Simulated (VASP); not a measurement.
A run of VASP 6.6.1:

The input INCAR:

```
  PREC = Accurate
  ENCUT = 600
  EDIFF = 1E-6
  ISMEAR = 0
  SIGMA = 0.1
  LREAL = F
  LASPH = T
  NELM = 60
  ALGO = Normal
  ISIF = 3
  LWAVE = F
  LCHARG = F
  GGA = PE
  IBRION = 2
  NSW = 100
  EDIFFG = -0.01
```

File KPOINTS:

```
Automatic mesh
0
Gamma
  12 12 4
```

Contents of POSCAR:

```
Zr2OF2
1.0
    3.4758319103      0.0000000000      0.0000000000
   -1.7379159551      3.0101587336      0.0000000000
    0.0000000000      0.0000000000      7.5932560870
Zr O F
2 1 2
Direct
    0.0000000000      0.0000000000      0.1756601986
    0.3333333333      0.6666666667      0.5068270933
    0.3333333333      0.6666666667      0.2291829252
    0.6666666667      0.3333333333      0.0193780767
    0.0000000000      0.0000000000      0.6789517061
```

Potentials or basis: VASP PAW PBE potentials, release 64 (Zr_sv, O, F).

Run with:

```sh
$ cat potpaw_PBE.64/Zr_sv/POTCAR potpaw_PBE.64/O/POTCAR potpaw_PBE.64/F/POTCAR > POTCAR
$ mpirun -np 1 vasp_std > vasp.out
```

Hardware: 1 thread of Intel Xeon 8259CL (shared host).

Task: Estimate the wall time of this run.

Result: Run time: 63 min on 1 thread of Intel Xeon 8259CL (shared host), peak memory 0.35 GiB. Counts: scf iterations 173, k points 69, ion steps 23.
